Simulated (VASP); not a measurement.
# Hf3Br (P4/mmm) in VASP: a series of runs

The runs below take Hf3Br through single point, relaxation of cell and atoms, with PBE.

Everything below comes from runs of VASP 6.6.1. Logs are shortened: lines on timing, memory, paths and dates and some standing lists are left out, and cuts for length are marked.

## 1. The cell of the first run

It takes space group P4/mmm (No. 123, tetragonal). Conventional cell: a = 3.298 Å, b = 3.298 Å, c = 9.299 Å, α = 90.00°, β = 90.00°, γ = 90.00°. Within 3.5 Å of Hf (site symmetry 4mm) lie 1 Br at 2.63 Å and 8 Hf at 3.09 to 3.30 Å. Hf (site symmetry 4/mmm) has 12 Hf at 3.09 to 3.30 Å within 4.1 Å. Within 3.5 Å of Br (site symmetry 4/mmm) lie 2 Hf at 2.63 Å and 4 Br at 3.30 Å.

The cell was built from a structure type or drawn by symmetry, and may not be a known phase.

## 2. Single point, PBE

INCAR

```
PREC = Accurate ; ENCUT = 520
EDIFF = 1E-6 ; ISMEAR = 0
SIGMA = 0.1 ; LREAL = False
LASPH = True ; NELM = 60
ALGO = Normal ; ISIF = 2
LWAVE = False ; LCHARG = False
GGA = PE ; NBANDS = 26
```

KPOINTS

```
Automatic mesh
0
Gamma
  4 4 4
```

POSCAR

```
Hf3Br
1.0
    3.2977601000      0.0000000000      0.0000000000
    0.0000000000      3.2977601000      0.0000000000
    0.0000000000      0.0000000000      9.2992786060
Hf Br
3 1
Direct
    0.5000000000      0.5000000000      0.7825379970
    0.5000000000      0.5000000000      0.2174620030
    0.0000000000      0.0000000000      0.0000000000
    0.5000000000      0.5000000000      0.5000000000
```

Potentials or basis: VASP PAW PBE potentials, release 64 (Hf_pv, Br).

The run is started by

```console
cat potpaw_PBE.64/Hf_pv/POTCAR potpaw_PBE.64/Br/POTCAR > POTCAR
mpirun -np 1 vasp_std > vasp.out
```

OUTCAR:

```text
PREC = Accurate
   ENCUT = 520
   EDIFF = 1E-6
   ISMEAR = 0
   LREAL = False
   LASPH = True
   NELM = 60
   ISIF = 2
   GGA = PE

 ion  position               nearest neighbor table
   1  0.500  0.500  0.783-   4 2.63   3 3.09   3 3.09   3 3.09   3 3.09
   2  0.500  0.500  0.217-   4 2.63   3 3.09   3 3.09   3 3.09   3 3.09
   3  0.000  0.000  0.000-   1 3.09   2 3.09   1 3.09   2 3.09   1 3.09   2 3.09   1 3.09   2 3.09

   4  0.500  0.500  0.500-   1 2.63   2 2.63

  LATTYP: Found a simple tetragonal cell.
 ALAT       =     3.2977601000
 C/A-ratio  =     2.8198772270

  Lattice vectors:

 A1 = (   3.2977601000,   0.0000000000,   0.0000000000)
 A2 = (   0.0000000000,   3.2977601000,   0.0000000000)
 A3 = (   0.0000000000,   0.0000000000,   9.2992786060)

Analysis of symmetry for initial positions (statically):
=====================================================================
 Subroutine PRICEL returns:
 Original cell was already a primitive cell.

 Routine SETGRP: Setting up the symmetry group for a
 simple tetragonal supercell.

 Subroutine GETGRP returns: Found 16 space group operations
 (whereof 16 operations were pure point group operations)
 out of a pool of 16 trial point group operations.

The static configuration has the point symmetry D_4h.

Analysis of symmetry for dynamics (positions and initial velocities):
=====================================================================
 Subroutine PRICEL returns:
 Original cell was already a primitive cell.

 Routine SETGRP: Setting up the symmetry group for a
 simple tetragonal supercell.

 Subroutine GETGRP returns: Found 16 space group operations
 (whereof 16 operations were pure point group operations)
 out of a pool of 16 trial point group operations.

The dynamic configuration has the point symmetry D_4h.

 Subroutine INISYM returns: Found 16 space group operations
 (whereof 16 operations are pure point group operations),
 and found     1 'primitive' translations

----------------------------------------------------------------------------------------

                                     Primitive cell

  volume of cell :     101.1317

  direct lattice vectors                    reciprocal lattice vectors
     3.297760100  0.000000000  0.000000000     0.303236127  0.000000000  0.000000000
     0.000000000  3.297760100  0.000000000     0.000000000  0.303236127  0.000000000
     0.000000000  0.000000000  9.299278606     0.000000000  0.000000000  0.107535223

  length of vectors
     3.297760100  3.297760100  9.299278606     0.303236127  0.303236127  0.107535223

  position of ions in fractional coordinates (direct lattice)
     0.500000000  0.500000000  0.782537997
     0.500000000  0.500000000  0.217462003
     0.000000000  0.000000000  0.000000000
     0.500000000  0.500000000  0.500000000

  ion indices of the primitive-cell ions
   primitive index   ion index
                 1           1
                 2           2
                 3           3
                 4           4

----------------------------------------------------------------------------------------

 KPOINTS: Automatic mesh

Automatic generation of k-mesh.
 Grid dimensions read from file:
 generate k-points for:    4    4    4

 Generating k-lattice:

  Cartesian coordinates                     Fractional coordinates (reciprocal lattice)
     0.075809032  0.000000000  0.000000000     0.250000000  0.000000000  0.000000000
     0.000000000  0.075809032  0.000000000     0.000000000  0.250000000  0.000000000
     0.000000000  0.000000000  0.026883806     0.000000000  0.000000000  0.250000000

  Length of vectors
     0.075809032  0.075809032  0.026883806

  Shift w.r.t. Gamma in fractional coordinates (k-lattice)
     0.000000000  0.000000000  0.000000000

 Subroutine IBZKPT returns following result:
 ===========================================

 Found     18 irreducible k-points:

 Following reciprocal coordinates:
            Coordinates               Weight
  0.000000  0.000000  0.000000      1.000000
  0.250000  0.000000  0.000000      4.000000
  0.500000  0.000000  0.000000      2.000000
  0.250000  0.250000  0.000000      4.000000
  0.500000  0.250000  0.000000      4.000000
  0.500000  0.500000  0.000000      1.000000
[... 10 lines left out ...]
  0.500000  0.250000  0.500000      4.000000
  0.500000  0.500000  0.500000      1.000000
   k-points           NKPTS =     18   k-points in BZ     NKDIM =     18   number of bands    NBANDS=     26
   number of dos      NEDOS =    301   number of ions     NIONS =      4
   total plane-waves  NPLWV =  54880
   dimension x,y,z NGX =    28 NGY =   28 NGZ =   70
   dimension x,y,z NGXF=    56 NGYF=   56 NGZF=  140
   ions per type =               3   1
   NGX,Y,Z   is equivalent  to a cutoff of  14.12, 14.12, 12.51 a.u.
   NGXF,Y,Z  is equivalent  to a cutoff of  28.23, 28.23, 25.03 a.u.
 SYSTEM =  unknown system
   PREC   = accura    normal or accurate (medium, high low for compatibility)
   ISTART =      0    job   : 0-new  1-cont  2-samecut
   ICHARG =      2    charge: 1-file 2-atom 10-const
   ISPIN  =      1    spin polarized calculation?
   LNONCOLLINEAR =      F non collinear calculations
   LSORBIT =      F    spin-orbit coupling
   LASPH  =      T    aspherical Exc in radial PAW
   ENCUT  =  520.0 eV  38.22 Ry    6.18 a.u.   6.13  6.13 17.29*2*pi/ulx,y,z
   NELM   =     60;   NELMIN=  2; NELMDL= -5     # of ELM steps
   EDIFF  = 0.1E-05   stopping-criterion for ELM
   LREAL  =      F    real-space projection
   EDIFFG = 0.1E-04   stopping-criterion for IOM
   NSW    =      0    number of steps for IOM
   IBRION =     -1    ionic relax: 0-MD 1-quasi-New 2-CG
   NFREE  =      0    steps in history (QN), initial steepest desc. (CG)
   ISIF   =      2    stress and relaxation
   ISYM   =      2    0-nonsym 1-usesym 2-fastsym
   POTIM  = 0.5000    time-step for ionic-motion
   TEBEG  =    0.0;   TEEND  =   0.0 temperature during run
   PSTRESS=    0.0 pullay stress
   NELECT =      37.0000    total number of electrons
   NUPDOWN=      -1.0000    fix difference up-down
   EMIN   =  10.00;   EMAX   =-10.00  energy-range for DOS
   EFERMI =   0.00;   METHOD = LEGACY
   ISMEAR =     0;   SIGMA  =   0.10  broadening in eV -4-tet -1-fermi 0-gaus
   EFERMI_NEDOS =   21; number of points for ismear=-14 and -15
   IALGO  =     38    algorithm
   IMIX   =      4    mixing-type and parameters
     AMIX     =   0.40;   BMIX     =  1.00
     AMIX_MAG =   1.60;   BMIX_MAG =  1.00
  volume/ion in A,a.u.               =      25.28       170.62
  Fermi-wavevector in a.u.,A,eV,Ry     =   1.170882  2.212645 18.653091  1.370964
  Thomas-Fermi vector in A             =   2.307333
   LORBIT       =      0    0 simple, 1 ext, 2 COOP (PROOUT), +10 PAW based schemes
   GGA     = PE    functional components
   LHFCALC =     F    Hartree Fock is set to
   AEXX    =    0.0000 exact exchange contribution
   IVDW    =     0    specifies the selected vdW correction
   LEPSILON=     F    determine dielectric tensor
   LRPA    =     F    only Hartree local field effects (RPA)
 non-spin polarized calculation
 Gauss-broadening in eV      SIGMA  =   0.10
  energy-cutoff  :      520.00
  volume of cell :      101.13
 maximum number of plane-waves:      2752
 NGX is ok and might be reduce to    28
   NGX = 13   NGY = 13   NGZ = 35

 number of electron      36.9999996 magnetization

 Free energy of the ion-electron system (eV)
  ---------------------------------------------------
  ext. energy  EPLUGINS =         0.00000000
  ---------------------------------------------------
  free energy    TOTEN  =       -31.85845583 eV

  energy without entropy =      -31.83227225  energy(sigma->0) =      -31.84536404

 E-fermi :   3.8771     XC(G=0): -10.2450

 val. band max:        3.8524050554   @ k =   0.2500   0.2500   0.0000
 cond. band min:       3.8890361869   @ k =   0.5000   0.0000   0.0000
 fundamental gap:      0.0366311314
 Fermi energy:         3.8770694786

 k-point     1 :       0.0000    0.0000    0.0000
  band No.  band energies     occupation
      1     -27.2119      2.00000
      2     -27.1689      2.00000
      3     -26.8220      2.00000
      4     -26.8220      2.00000
      5     -26.7931      2.00000
      6     -26.7931      2.00000
[... 18 lines left out ...]
     25       7.1114      0.00000
     26       7.3578      0.00000

 k-point     2 :       0.2500    0.0000    0.0000
  band No.  band energies     occupation
      1     -27.1927      2.00000
      2     -27.1730      2.00000
      3     -26.9726      2.00000
      4     -26.9477      2.00000
      5     -26.7963      2.00000
      6     -26.7808      2.00000
[... 18 lines left out ...]
     25       6.9134      0.00000
     26       6.9575      0.00000

 k-point     3 :       0.5000    0.0000    0.0000
  band No.  band energies     occupation
      1     -27.2225      2.00000
      2     -27.1487      2.00000
      3     -27.1184      2.00000
      4     -27.0749      2.00000
      5     -26.7700      2.00000
      6     -26.7684      2.00000
[... 18 lines left out ...]
     25       6.2279      0.00000
     26       6.9909      0.00000

 k-point     4 :       0.2500    0.2500    0.0000
  band No.  band energies     occupation
      1     -27.1774      2.00000
      2     -27.1399      2.00000
      3     -26.9647      2.00000
      4     -26.9637      2.00000
      5     -26.9264      2.00000
      6     -26.9185      2.00000
[... 18 lines left out ...]
     25       7.5494      0.00000
     26       7.6300      0.00000
[... 322 lines left out ...]
      1     -27.1728      2.00000
      2     -27.1444      2.00000
      3     -26.9650      2.00000
      4     -26.9635      2.00000
      5     -26.9262      2.00000
      6     -26.9186      2.00000
[... 18 lines left out ...]
     25       6.4471      0.00000
     26       7.2044      0.00000

 k-point    17 :       0.5000    0.2500    0.5000
  band No.  band energies     occupation
      1     -27.1701      2.00000
      2     -27.1085      2.00000
      3     -27.0971      2.00000
      4     -27.0859      2.00000
      5     -26.9382      2.00000
      6     -26.9068      2.00000
[... 18 lines left out ...]
     25       6.6932      0.00000
     26       7.7586      0.00000

 k-point    18 :       0.5000    0.5000    0.5000
  band No.  band energies     occupation
      1     -27.1058      2.00000
      2     -27.1047      2.00000
      3     -27.1047      2.00000
      4     -27.0936      2.00000
      5     -27.0416      2.00000
      6     -27.0416      2.00000
[... 18 lines left out ...]
     25       7.3398      0.00000
     26       8.4680      0.00000

------------------------ aborting loop because EDIFF is reached ----------------------------------------

  FORCE on cell =-STRESS in cart. coord.  units (eV):
  Direction    XX          YY          ZZ          XY          YZ          ZX
  --------------------------------------------------------------------------------------
  -------------------------------------------------------------------------------------
  Total       -0.1315731     -0.1315731     -0.0431662      0.0000000     -0.0000000      0.0000000
  in kB       -2.0844446     -2.0844446     -0.6838597      0.0000000     -0.0000000      0.0000000
  external PRESSURE =      -1.6175830 kB  Pullay stress =       0.0000000 kB

 VOLUME and BASIS-vectors are now :
 -----------------------------------------------------------------------------
  energy-cutoff  :      520.00
  volume of cell :      101.13
      direct lattice vectors                 reciprocal lattice vectors
     3.297760100  0.000000000  0.000000000     0.303236127  0.000000000  0.000000000
     0.000000000  3.297760100  0.000000000     0.000000000  0.303236127  0.000000000
     0.000000000  0.000000000  9.299278606     0.000000000  0.000000000  0.107535223

 POSITION                                       TOTAL-FORCE (eV/Angst)
 -----------------------------------------------------------------------------------
      1.64888      1.64888      7.27704        -0.000000      0.000000      0.007647
      1.64888      1.64888      2.02224         0.000000     -0.000000     -0.007647
      0.00000      0.00000      0.00000         0.000000      0.000000      0.000000
      1.64888      1.64888      4.64964         0.000000      0.000000      0.000000
 -----------------------------------------------------------------------------------
    total drift:                                0.000000      0.000000     -0.000000

  FREE ENERGIE OF THE ION-ELECTRON SYSTEM (eV)
  ---------------------------------------------------
  free  energy   TOTEN  =       -31.8584558292 eV

  energy  without entropy=      -31.8322722458  energy(sigma->0) =      -31.84536404
```

It took 22 s on 1 thread of Intel Xeon 6975P-C (Granite Rapids), shared host; peak memory 0.23 GiB.

Results:

```
Free energy            : -31.8585 eV
Pressure               : -0.2 GPa
Largest force          : 0.008 eV/Å
Band gap on the k mesh : zero (an odd number of electrons rules out a gap without spin polarisation)
```

Forces on the atoms (eV/Å):
```
Hf   0.000  0.000  0.008
Hf   0.000  0.000 -0.008
Hf   0.000  0.000  0.000
Br   0.000  0.000  0.000
```

Stress tensor (GPa, compression positive):
```
-0.21  0.00  0.00
 0.00 -0.21  0.00
 0.00  0.00 -0.07
```

Caveat: the k points lie up to 0.48 Å⁻¹ apart, too coarse for converged energies and pressures of a metal; spin-orbit coupling is left out, which moves the levels of the heavy elements; an odd number of electrons without spin polarisation forces a metal; a magnetic or distorted state may lie lower.

## 3. Single point, PBE

This run uses another cell than the first one, of 27.38 Å³/atom.

INCAR

```
PREC     = Accurate       # precision mode
ENCUT    = 520            # plane-wave cutoff, eV
EDIFF    = 1E-6           # SCF threshold, eV
ISMEAR   = 0              # smearing method
SIGMA    = 0.1            # smearing width, eV
LREAL    = F              # projectors in reciprocal space
LASPH    = T              # aspherical terms in the spheres
NELM     = 60             # most SCF steps
ALGO     = Normal         # electronic algorithm
ISIF     = 2              # what is computed and relaxed
LWAVE    = F              # write WAVECAR
LCHARG   = T              # write CHGCAR
GGA      = PE             # functional
LELF     = T              # ELF
LVHAR    = T            
NBANDS   = 26             # bands
```

KPOINTS

```
regular mesh
0
Gamma
  4 4 4
```

POSCAR

```
Hf3Br
1.0
    3.8617008300      0.0000000000      0.0000000000
    0.0000000000      3.8617008300      0.0000000000
    0.0000000000      0.0000000000      7.3432864600
Hf Br
3 1
Direct
    0.5000000000      0.5000000000      0.7652261300
    0.5000000000      0.5000000000      0.2347738700
    0.0000000000      0.0000000000      0.0000000000
    0.5000000000      0.5000000000      0.5000000000
```

Potentials or basis: VASP PAW PBE potentials, release 64 (Hf_pv, Br).

The run is started by

```console
cat potpaw_PBE.64/Hf_pv/POTCAR potpaw_PBE.64/Br/POTCAR > POTCAR
mpirun -np 1 vasp_std > vasp.out
```

It took 25 s on 1 thread of Intel Xeon 6975P-C (Granite Rapids), shared host; peak memory 0.23 GiB.

Results (log left out):

* Free energy: -21.3497 eV
* Pressure: 32.2 GPa
* Largest force: 22.233 eV/Å
* Band gap on the k mesh: zero (an odd number of electrons rules out a gap without spin polarisation)

Forces on the atoms (eV/Å):
```
Hf    0.000   0.000  22.233
Hf    0.000   0.000 -22.233
Hf    0.000   0.000   0.000
Br    0.000   0.000   0.000
```

Stress tensor (GPa, compression positive):
```
-11.50   0.00   0.00
  0.00 -11.50   0.00
  0.00   0.00 119.63
```

Levels at points of the mesh, in eV from the Fermi level:
| k point | band 15 | band 16 | band 17 | band 18 | band 19 | band 20 | band 21 | band 22 |
| --- | --- | --- | --- | --- | --- | --- | --- | --- |
| (0.00, 0.00, 0.00) | -2.69 | -2.26 | -1.72 | 0.18 | 0.65 | 0.65 | 1.18 | 2.04 |
| (0.50, 0.00, 0.00) | -2.25 | -2.09 | -0.31 | -0.17 | 0.18 | 0.43 | 0.73 | 1.15 |
| (0.50, 0.50, 0.00) | -1.71 | -0.51 | -0.51 | -0.30 | -0.19 | -0.19 | 0.64 | 0.64 |
| (0.00, 0.00, 0.50) | -3.21 | -1.59 | -1.22 | -0.30 | 0.35 | 0.35 | 1.24 | 1.57 |
| (0.50, 0.00, 0.50) | -2.33 | -1.81 | -0.70 | -0.59 | 0.05 | 0.89 | 1.39 | 1.50 |
| (0.50, 0.50, 0.50) | -1.00 | -1.00 | -0.94 | -0.82 | -0.28 | -0.28 | 1.39 | 1.39 |

Caveat: the k points lie up to 0.41 Å⁻¹ apart, too coarse for converged energies and pressures of a metal; spin-orbit coupling is left out, which moves the levels of the heavy elements; an odd number of electrons without spin polarisation forces a metal; a magnetic or distorted state may lie lower.

(Part 1 of 2 ends here.)
